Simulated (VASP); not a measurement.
Here is a VASP 6.6.1 calculation.

The input INCAR:

```
SYSTEM = KTaO3
  PREC = Accurate
  ENCUT = 520
  EDIFF = 1E-6
  ISMEAR = -1
  SIGMA = 0.05
  LREAL = .FALSE.
  LASPH = .TRUE.
  NELM = 80
  ALGO = Normal
  ISIF = 2
  LWAVE = .FALSE.
  LCHARG = .FALSE.
  GGA = PE
  NBANDS = 27
```

The input KPOINTS:

```
regular mesh
0
G
  12 12 12
  0 0 0
```

Contents of POSCAR:

```
KTaO3
1.0
    3.9883000000      0.0000000000      0.0000000000
    0.0000000000      3.9883000000      0.0000000000
    0.0000000000      0.0000000000      3.9883000000
Ta K O
1 1 3
Direct
    0.0000000000      0.0000000000      0.0000000000
    0.5000000000      0.5000000000      0.5000000000
    0.0000000000      0.0000000000      0.5000000000
    0.0000000000      0.5000000000      0.0000000000
    0.5000000000      0.0000000000      0.0000000000
```

Potentials or basis: VASP PAW PBE potentials, release 64 (Ta_pv, K_sv, O).

Run with:

```sh
$ cat potpaw_PBE.64/Ta_pv/POTCAR potpaw_PBE.64/K_sv/POTCAR potpaw_PBE.64/O/POTCAR > POTCAR
$ mpirun -np 1 vasp_std > vasp.out
```

(1) Predict the pressure.

(2) Estimate the band gap on the k mesh.

## Answers

(1) 6.1 GPa.

(2) 2.18 eV (least direct gap 2.80 eV).

Caveat: the cell stands under pressure; spin-orbit coupling is left out, which moves the levels of the heavy elements.
